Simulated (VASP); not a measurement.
Here is a VASP 6.6.1 calculation.

File INCAR:

```
PREC = Accurate
ENCUT = 520
EDIFF = 1E-7
ISMEAR = 0
SIGMA = 0.05
LREAL = F
LASPH = T
NELM = 80
ALGO = Normal
ISIF = 2
LWAVE = F
LCHARG = F
GGA = PE
NBANDS = 21
```

Contents of KPOINTS:

```
Automatic mesh
0
Gamma
  8 8 8
```

POSCAR

```
W
1.0
    0.0000000000      2.9144060271      2.9144060271
    2.9144060271      0.0000000000      2.9144060271
    2.9144060271      2.9144060271      0.0000000000
W
2
Direct
    0.0000000000      0.0000000000      0.0000000000
    0.2500000000      0.2500000000      0.2500000000
```

Potentials or basis: VASP PAW PBE potentials, release 64 (W_sv).

Command:

```sh
$ cat potpaw_PBE.64/W_sv/POTCAR > POTCAR
$ mpirun -np 1 vasp_std > vasp.out
```

Problem. What does it give for the pressure?

Solution. 0.5 GPa.

Problem. Estimate the band gap on the k mesh.

Solution. Zero (band 14 reaches 5.62 eV, above the bottom of band 15 at 4.81 eV).

Caveat: spin-orbit coupling is left out, which moves the levels of the heavy elements.
